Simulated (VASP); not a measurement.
Set up this calculation in VASP 6.6.1, as the native input.

| Item | Value |
| --- | --- |
| Task | single point |
| Functional | LDA |
| Potentials or basis | VASP PAW LDA potentials, release 64 (Mg, B) |
| Cutoff | 520 eV |
| k mesh | 15 × 15 × 12 |
| Occupations | fermi-dirac, width 0.05 eV |
| Spin | no spin polarisation |
| Dipole correction | no |
| Further INCAR settings | ALGO = Normal; EDIFF = 1e-06; NBANDS = 11 |

The structure of MgB2 lies in POSCAR:

```
MgB2
1.0
    3.1455062765      0.0000000000      0.0000000000
   -1.5727531383      2.7240883433      0.0000000000
    0.0000000000      0.0000000000      3.5920959734
Mg B
1 2
Direct
    0.0000000000      0.0000000000      0.0000000000
    0.3333333333      0.6666666667      0.5000000000
    0.6666666667      0.3333333333      0.5000000000
```

This cell differs from its parent crystal: volume scaled by 1.06.

These files were run (other wordings do the same):

INCAR

```
PREC = Accurate
ENCUT = 520
EDIFF = 1E-6
ISMEAR = -1
SIGMA = 0.05
LREAL = F
LASPH = T
NELM = 100
ALGO = Normal
ISIF = 2
LWAVE = F
LCHARG = F
NBANDS = 11
```

KPOINTS

```
regular mesh
0
Gamma
  15 15 12
```

Potentials or basis: VASP PAW LDA potentials, release 64 (Mg, B).

The run is started by

```console
$ cat potpaw_LDA.64/Mg/POTCAR potpaw_LDA.64/B/POTCAR > POTCAR
$ mpirun -np 1 vasp_std > vasp.out
```

Results of the run:

```
Pressure               : -15.3 GPa
Band gap on the k mesh : zero (band 4 reaches 6.55 eV, above the bottom of band 5 at 2.90 eV)
```

Run time: 60 s on 1 thread of Intel Xeon 8259CL, on a shared host, peak memory 0.18 GiB.
